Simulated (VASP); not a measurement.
## CuO (Tenorite): single point with RPBE

CuO (Tenorite):

```
Cu O
1.0
     2.31296   -1.69024    0.00000
     2.31296    1.69024    0.00000
    -0.84892    0.00000    4.99106
Cu O
2 2
Direct
  0.49680 0.00320 0.50000
  0.00320 0.49680 0.00000
  0.40560 0.57140 0.75370
  0.57140 0.40560 0.25370
```

```yaml
Program: VASP 6.6.1
Task: single point
Functional: RPBE
Potentials_or_basis: VASP PAW PBE potentials, release 64 (Cu, O)
Cutoff: 520 eV
k_mesh: 10 × 10 × 5
Occupations: fermi-dirac, width 0.05 eV
Spin: no spin polarisation
```

```yaml
Pressure: 20.7 GPa
Largest_force: 0.946 eV/Å
Band_gap_on_the_k_mesh: zero (band 17 reaches 6.70 eV, above the bottom of band 18 at 6.10 eV)
```

Forces on the atoms (eV/Å):
```
Cu  -0.770 -0.453  0.310
Cu  -0.770  0.453  0.310
O    0.770 -0.058 -0.310
O    0.770  0.058 -0.310
```

Stress tensor (GPa, compression positive):
```
21.31  0.00 -3.56
 0.00 18.48  0.00
-3.56  0.00 22.37
```

Levels at points of the mesh, in eV from the Fermi level:
| k point | band 13 | band 14 | band 15 | band 16 | band 17 | band 18 | band 19 | band 20 | band 21 | band 22 |
| --- | --- | --- | --- | --- | --- | --- | --- | --- | --- | --- |
| (0.00, 0.00, 0.00) | -2.46 | -2.35 | -2.26 | -1.74 | 0.22 | 0.95 | 1.89 | 6.15 | 8.47 | 13.63 |
| (0.50, 0.00, 0.00) | -2.17 | -1.70 | -1.59 | -1.48 | -0.03 | 0.29 | 4.97 | 6.56 | 7.19 | 11.41 |
| (0.50, 0.50, 0.00) | -2.27 | -2.24 | -1.71 | -1.30 | -0.69 | 1.11 | 3.34 | 7.30 | 8.71 | 10.41 |

Wall time 63 s on 1 thread of Intel(R) Xeon(R) 6975P-C (Granite Rapids), with other jobs on the host, peak memory 0.23 GiB.

Caveat: the PAW data sets were made with another functional, which shifts forces and pressure a little; semilocal functionals often make such compounds metallic where correlation or magnetic order opens a gap, which also shifts bond lengths. With open d or f shells a metallic result of RPBE can be an artefact of self-interaction; +U or a hybrid may open a gap.
